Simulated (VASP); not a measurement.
Write the native input for VASP 6.6.1 that does the following.

- Task: single point
- Functional: PBEsol
- Potentials or basis: VASP PAW PBE potentials, release 64 (Sb, In_d)
- Cutoff: 500 eV
- k mesh: 6 × 6 × 6
- Occupations: gaussian, width 0.02 eV
- Spin: no spin polarisation
- Dipole correction: no
- Further INCAR settings: ALGO = Normal; EDIFF = 1e-06; NBANDS = 22

The structure of InSb3 lies in POSCAR:

```
InSb3
1.0
    0.0000000000      3.7945550000      3.7945550000
    3.7945550000      0.0000000000      3.7945550000
    3.7945550000      3.7945550000      0.0000000000
Sb In
3 1
Direct
    0.5000000000      0.5000000000      0.5000000000
    0.7500000000      0.7500000000      0.7500000000
    0.2500000000      0.2500000000      0.2500000000
   -0.0013176776     -0.0013176776      0.0013176776
```

One way to write it, as run:

INCAR

```
SYSTEM = InSb3
PREC = Accurate
ENCUT = 500
EDIFF = 1E-6
ISMEAR = 0
SIGMA = 0.02
LREAL = .False.
LASPH = .True.
NELM = 120
ALGO = Normal
ISIF = 2
LWAVE = .False.
LCHARG = .False.
GGA = PS
NBANDS = 22
GGA_COMPAT = .False.
```

KPOINTS

```
regular mesh
0
Gamma
  6 6 6
  0 0 0
```

Potentials or basis: VASP PAW PBE potentials, release 64 (Sb, In_d).

Launch:

```sh
$ cat potpaw_PBE.64/Sb/POTCAR potpaw_PBE.64/In_d/POTCAR > POTCAR
$ mpirun -np 1 vasp_std > vasp.out
```

Results of the run:

| Item | Value |
| --- | --- |
| Pressure | -3.2 GPa |
| Largest force | 0.015 eV/Å |
| Band gap on the k mesh | zero (band 14 reaches 8.90 eV, above the bottom of band 15 at 5.45 eV) |

Caveat: the PAW data sets were made with another functional, which shifts forces and pressure a little; spin-orbit coupling is left out, which moves the levels of the heavy elements.

Run time: 93 s on 1 thread of Intel Xeon 8259CL, with other jobs on the host, peak memory 0.27 GiB.
